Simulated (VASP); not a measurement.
# Bi (C2/c) in VASP: a series of runs

The runs below take Bi through single point, with PBE.

All numbers are computed with VASP 6.6.1; they aren't measurements. Logs are shortened: lines on timing, memory, paths and dates and some standing lists are left out, and cuts for length are marked.

## (1) The cell of the first run

Symmetry: C2/c, No. 15, monoclinic system. The conventional cell has a = 3.510 Å, b = 9.355 Å, c = 4.918 Å, α = 90.00°, β = 109.27°, γ = 90.00°. Within 4.5 Å of Bi (site symmetry 2) lie 10 Bi at 3.40 to 4.26 Å.

## (2) Single point, PBE (volume scaled by 1.12)

Input file INCAR:

```
SYSTEM = Bi
  PREC = Accurate
  ENCUT = 520
  EDIFF = 1E-6
  ISMEAR = -1
  SIGMA = 0.1
  LREAL = .False.
  LASPH = .True.
  NELM = 60
  ALGO = Normal
  ISIF = 2
  LWAVE = .False.
  LCHARG = .False.
  GGA = PE
  NBANDS = 22
```

Input file KPOINTS:

```
Automatic mesh
0
Gamma
  12 12 8
  0 0 0
```

Input file POSCAR:

```
Bi
1.0
   -3.2896360610      3.3252840874      1.7547481228
    3.3252840874     -3.2896360610      1.7547481228
    3.2661033666      3.2661033666     -1.6894586972
Bi
2
Direct
    0.0001780374      0.9998219626      1.0000000000
    0.7498219626      0.2501780374      0.5000000000
```

Potentials or basis: VASP PAW PBE potentials, release 64 (Bi_d).

Command:

```sh
> cat potpaw_PBE.64/Bi_d/POTCAR > POTCAR
> mpirun -np 1 vasp_std > vasp.out
```

OUTCAR:

```text
SYSTEM = Bi
   PREC = Accurate
   ENCUT = 520
   EDIFF = 1E-6
   ISMEAR = -1
   LREAL = .False.
   LASPH = .True.
   NELM = 60
   ISIF = 2
   GGA = PE

 ion  position               nearest neighbor table
   1  0.000  1.000  0.000-   2 3.40   2 3.40   2 3.43   2 3.43
   2  0.750  0.250  0.500-   1 3.40   1 3.40   1 3.43   1 3.43

  LATTYP: Found a base centered monoclinic cell.
 ALAT       =     3.5098583250
 B/A-ratio  =     2.6653240449
 C/A-ratio  =     1.4012659385
 COS(beta)  =    -0.3299835206

  Lattice vectors:

 A1 = (  -3.2896360610,   3.3252840874,   1.7547481228)
 A2 = (   3.3252840874,  -3.2896360610,   1.7547481228)
 A3 = (   3.2661033666,   3.2661033666,  -1.6894586972)

Analysis of symmetry for initial positions (statically):
=====================================================================
 Subroutine PRICEL returns:
 Original cell was already a primitive cell.

 Routine SETGRP: Setting up the symmetry group for a
 base centered monoclinic supercell.

 Subroutine GETGRP returns: Found  4 space group operations
 (whereof  2 operations were pure point group operations)
 out of a pool of  4 trial point group operations.

The static configuration has the point symmetry C_2 .
 The point group associated with its full space group is C_2h.

Analysis of symmetry for dynamics (positions and initial velocities):
=====================================================================
 Subroutine PRICEL returns:
 Original cell was already a primitive cell.

 Routine SETGRP: Setting up the symmetry group for a
 base centered monoclinic supercell.

 Subroutine GETGRP returns: Found  4 space group operations
 (whereof  2 operations were pure point group operations)
 out of a pool of  4 trial point group operations.

The dynamic configuration has the point symmetry C_2 .
 The point group associated with its full space group is C_2h.

 Subroutine INISYM returns: Found  4 space group operations
 (whereof  2 operations are pure point group operations),
 and found     1 'primitive' translations

----------------------------------------------------------------------------------------

                                     Primitive cell

  volume of cell :      76.2211

  direct lattice vectors                    reciprocal lattice vectors
    -3.289636061  3.325284087  1.754748123    -0.002276069  0.148897335  0.283451861
     3.325284087 -3.289636061  1.754748123     0.148897335 -0.002276069  0.283451861
     3.266103367  3.266103367 -1.689458697     0.152287471  0.152287471 -0.003093748

  length of vectors
     4.995834330  4.995834330  4.918244920     0.320188311  0.320188311  0.215389226

  position of ions in fractional coordinates (direct lattice)
     0.000178037  0.999821963  0.000000000
     0.749821963  0.250178037  0.500000000

  ion indices of the primitive-cell ions
   primitive index   ion index
                 1           1
                 2           2

----------------------------------------------------------------------------------------

 KPOINTS: Automatic mesh

Automatic generation of k-mesh.
 Grid dimensions read from file:
 generate k-points for:   12   12    8

 Generating k-lattice:

  Cartesian coordinates                     Fractional coordinates (reciprocal lattice)
    -0.000189672  0.012408111  0.023620988     0.083333333 -0.000000000  0.000000000
     0.012408111 -0.000189672  0.023620988    -0.000000000  0.083333333  0.000000000
     0.019035934  0.019035934 -0.000386718     0.000000000  0.000000000  0.125000000

  Length of vectors
     0.026682359  0.026682359  0.026923653

  Shift w.r.t. Gamma in fractional coordinates (k-lattice)
     0.000000000  0.000000000  0.000000000

 Subroutine IBZKPT returns following result:
 ===========================================

 Found    320 irreducible k-points:

 Following reciprocal coordinates:
            Coordinates               Weight
  0.000000  0.000000  0.000000      1.000000
  0.083333 -0.000000 -0.000000      4.000000
  0.166667 -0.000000  0.000000      4.000000
  0.250000 -0.000000 -0.000000      4.000000
  0.333333 -0.000000 -0.000000      4.000000
  0.416667  0.000000 -0.000000      4.000000
[... 16 lines left out ...]
  0.500000  0.166667  0.000000      4.000000
 -0.416667  0.166667  0.000000      4.000000
 [... further k-points ...]
   k-points           NKPTS =    320   k-points in BZ     NKDIM =    320   number of bands    NBANDS=     22
   number of dos      NEDOS =    301   number of ions     NIONS =      2
   total plane-waves  NPLWV =  64000
   dimension x,y,z NGX =    40 NGY =   40 NGZ =   40
   dimension x,y,z NGXF=    80 NGYF=   80 NGZF=   80
   ions per type =               2
   NGX,Y,Z   is equivalent  to a cutoff of  13.31, 13.31, 13.52 a.u.
   NGXF,Y,Z  is equivalent  to a cutoff of  26.62, 26.62, 27.04 a.u.
 SYSTEM =  Bi
   PREC   = accura    normal or accurate (medium, high low for compatibility)
   ISTART =      0    job   : 0-new  1-cont  2-samecut
   ICHARG =      2    charge: 1-file 2-atom 10-const
   ISPIN  =      1    spin polarized calculation?
   LNONCOLLINEAR =      F non collinear calculations
   LSORBIT =      F    spin-orbit coupling
   LASPH  =      T    aspherical Exc in radial PAW
   ENCUT  =  520.0 eV  38.22 Ry    6.18 a.u.   9.29  9.29  9.14*2*pi/ulx,y,z
   NELM   =     60;   NELMIN=  2; NELMDL= -5     # of ELM steps
   EDIFF  = 0.1E-05   stopping-criterion for ELM
   LREAL  =      F    real-space projection
   EDIFFG = 0.1E-04   stopping-criterion for IOM
   NSW    =      0    number of steps for IOM
   IBRION =     -1    ionic relax: 0-MD 1-quasi-New 2-CG
   NFREE  =      0    steps in history (QN), initial steepest desc. (CG)
   ISIF   =      2    stress and relaxation
   ISYM   =      2    0-nonsym 1-usesym 2-fastsym
   POTIM  = 0.5000    time-step for ionic-motion
   TEBEG  =    0.0;   TEEND  =   0.0 temperature during run
   PSTRESS=    0.0 pullay stress
   NELECT =      30.0000    total number of electrons
   NUPDOWN=      -1.0000    fix difference up-down
   EMIN   =  10.00;   EMAX   =-10.00  energy-range for DOS
   EFERMI =   0.00;   METHOD = LEGACY
   ISMEAR =    -1;   SIGMA  =   0.10  broadening in eV -4-tet -1-fermi 0-gaus
   EFERMI_NEDOS =   21; number of points for ismear=-14 and -15
   IALGO  =     38    algorithm
   IMIX   =      4    mixing-type and parameters
     AMIX     =   0.40;   BMIX     =  1.00
     AMIX_MAG =   1.60;   BMIX_MAG =  1.00
  volume/ion in A,a.u.               =      38.11       257.18
  Fermi-wavevector in a.u.,A,eV,Ry     =   1.199748  2.267196 19.584174  1.439396
  Thomas-Fermi vector in A             =   2.335603
   LORBIT       =      0    0 simple, 1 ext, 2 COOP (PROOUT), +10 PAW based schemes
   GGA     = PE    functional components
   LHFCALC =     F    Hartree Fock is set to
   AEXX    =    0.0000 exact exchange contribution
   IVDW    =     0    specifies the selected vdW correction
   LEPSILON=     F    determine dielectric tensor
   LRPA    =     F    only Hartree local field effects (RPA)
 non-spin polarized calculation
  energy-cutoff  :      520.00
  volume of cell :       76.22
 maximum number of plane-waves:      2072
 NGX is ok and might be reduce to    40
   NGX = 19   NGY = 19   NGZ = 19

 number of electron      29.9999996 magnetization

 Free energy of the ion-electron system (eV)
  ---------------------------------------------------
  ext. energy  EPLUGINS =         0.00000000
  ---------------------------------------------------
  free energy    TOTEN  =        -7.58621492 eV

  energy without entropy =       -7.54241981  energy(sigma->0) =       -7.56431736

 E-fermi :   5.5034     XC(G=0):  -9.2700

 val. band max:        5.5008442107   @ k =  -0.4167   0.0833   0.2500
 cond. band min:       5.5095969283   @ k =  -0.0833   0.3333   0.3750
 fundamental gap:      0.0087527177
 Fermi energy:         5.5033596799

 k-point     1 :       0.0000    0.0000    0.0000
  band No.  band energies     occupation
      1     -17.3492      2.00000
      2     -17.3251      2.00000
      3     -17.2910      2.00000
      4     -17.2807      2.00000
      5     -17.2133      2.00000
      6     -17.2128      2.00000
[... 14 lines left out ...]
     21      13.5535      0.00000
     22      13.9530      0.00000

 k-point     2 :       0.0833   -0.0000   -0.0000
  band No.  band energies     occupation
      1     -17.3471      2.00000
      2     -17.3166      2.00000
      3     -17.2818      2.00000
      4     -17.2788      2.00000
      5     -17.2171      2.00000
      6     -17.2158      2.00000
[... 14 lines left out ...]
     21      13.5141      0.00000
     22      13.8571      0.00000

 k-point     3 :       0.1667   -0.0000    0.0000
  band No.  band energies     occupation
      1     -17.3408      2.00000
      2     -17.2943      2.00000
      3     -17.2735      2.00000
      4     -17.2599      2.00000
      5     -17.2267      2.00000
      6     -17.2192      2.00000
[... 14 lines left out ...]
     21      12.7372      0.00000
     22      13.1759      0.00000

 k-point     4 :       0.2500   -0.0000   -0.0000
  band No.  band energies     occupation
      1     -17.3317      2.00000
      2     -17.2693      2.00000
      3     -17.2664      2.00000
      4     -17.2490      2.00000
      5     -17.2382      2.00000
      6     -17.2238      2.00000
[... 14 lines left out ...]
     21      12.2044      0.00000
     22      13.6554      0.00000

 k-point     5 :       0.3333   -0.0000   -0.0000
  band No.  band energies     occupation
      1     -17.3226      2.00000
      2     -17.2623      2.00000
      3     -17.2607      2.00000
      4     -17.2544      2.00000
      5     -17.2457      2.00000
      6     -17.2328      2.00000
[... 14 lines left out ...]
     21      12.3193      0.00000
     22      14.2117      0.00000

 k-point     6 :       0.4167    0.0000   -0.0000
  band No.  band energies     occupation
      1     -17.3158      2.00000
      2     -17.2735      2.00000
      3     -17.2651      2.00000
      4     -17.2499      2.00000
      5     -17.2435      2.00000
      6     -17.2395      2.00000
[... 14 lines left out ...]
     21      12.9226      0.00000
     22      13.4668      0.00000

 k-point     7 :       0.5000   -0.0000   -0.0000
  band No.  band energies     occupation
      1     -17.3128      2.00000
      2     -17.2794      2.00000
      3     -17.2675      2.00000
      4     -17.2479      2.00000
      5     -17.2422      2.00000
      6     -17.2410      2.00000
[... 324 lines left out ...]
      6     -17.2375      2.00000
[... 14 lines left out ...]
     21      12.0247      0.00000
     22      14.5209      0.00000

 k-point    21 :       0.3333    0.1667    0.0000
  band No.  band energies     occupation
      1     -17.3171      2.00000
      2     -17.2756      2.00000
      3     -17.2632      2.00000
      4     -17.2491      2.00000
      5     -17.2474      2.00000
      6     -17.2315      2.00000
[... 14 lines left out ...]
     21      12.9607      0.00000
     22      13.5008      0.00000

 k-point    22 :       0.4167    0.1667   -0.0000
  band No.  band energies     occupation
      1     -17.3113      2.00000
      2     -17.2789      2.00000
      3     -17.2648      2.00000
      4     -17.2467      2.00000
      5     -17.2444      2.00000
      6     -17.2274      2.00000
[... 14 lines left out ...]
     21      12.5389      0.00000
     22      14.2656      0.00000

 k-point    23 :       0.5000    0.1667    0.0000
  band No.  band energies     occupation
      1     -17.3094      2.00000
      2     -17.2749      2.00000
      3     -17.2638      2.00000
      4     -17.2492      2.00000
      5     -17.2401      2.00000
      6     -17.2275      2.00000
[... 14 lines left out ...]
     21      12.9121      0.00000
     22      13.6297      0.00000

 k-point    24 :      -0.4167    0.1667    0.0000
  band No.  band energies     occupation
      1     -17.3138      2.00000
      2     -17.2740      2.00000
      3     -17.2676      2.00000
      4     -17.2536      2.00000
      5     -17.2374      2.00000
      6     -17.2243      2.00000
[... 14 lines left out ...]
     21      12.7936      0.00000
     22      14.9250      0.00000

 [... further k-points ...]

------------------------ aborting loop because EDIFF is reached ----------------------------------------

  FORCE on cell =-STRESS in cart. coord.  units (eV):
  Direction    XX          YY          ZZ          XY          YZ          ZX
  --------------------------------------------------------------------------------------
  -------------------------------------------------------------------------------------
  Total       -1.9888306     -1.9888306     -1.9997618      0.0653138     -0.0532291     -0.0532292
  in kB      -41.8054740    -41.8054740    -42.0352491      1.3729053     -1.1188826     -1.1188838
  external PRESSURE =     -41.8820657 kB  Pullay stress =       0.0000000 kB

 VOLUME and BASIS-vectors are now :
 -----------------------------------------------------------------------------
  energy-cutoff  :      520.00
  volume of cell :       76.22
      direct lattice vectors                 reciprocal lattice vectors
    -3.289636061  3.325284087  1.754748123    -0.002276069  0.148897335  0.283451861
     3.325284087 -3.289636061  1.754748123     0.148897335 -0.002276069  0.283451861
     3.266103367  3.266103367 -1.689458697     0.152287471  0.152287471 -0.003093748

 POSITION                                       TOTAL-FORCE (eV/Angst)
 -----------------------------------------------------------------------------------
      3.32411     -3.28846      1.75475         0.013074     -0.013074     -0.000000
     -0.00168      3.30343      0.91002        -0.013074      0.013074      0.000000
 -----------------------------------------------------------------------------------
    total drift:                                0.000000     -0.000000      0.000000

  FREE ENERGIE OF THE ION-ELECTRON SYSTEM (eV)
  ---------------------------------------------------
  free  energy   TOTEN  =        -7.5862149210 eV

  energy  without entropy=       -7.5424198067  energy(sigma->0) =       -7.56431736
```

Wall time 7.9 min (1 thread of Intel Xeon 6975P-C, shared host); peak memory 0.54 GiB.

What came out:

| Quantity | Value |
| --- | --- |
| Free energy | -7.5862 eV |
| Pressure | -4.2 GPa |
| Largest force | 0.018 eV/Å |
| Band gap on the k mesh | zero (band 15 reaches 8.54 eV, above the bottom of band 16 at 3.87 eV) |

Forces on the atoms (eV/Å):
```
Bi   0.013 -0.013  0.000
Bi  -0.013  0.013  0.000
```

Caveat: spin-orbit coupling is left out, which moves the levels of the heavy elements.

(Part 1 of 2 ends here.)
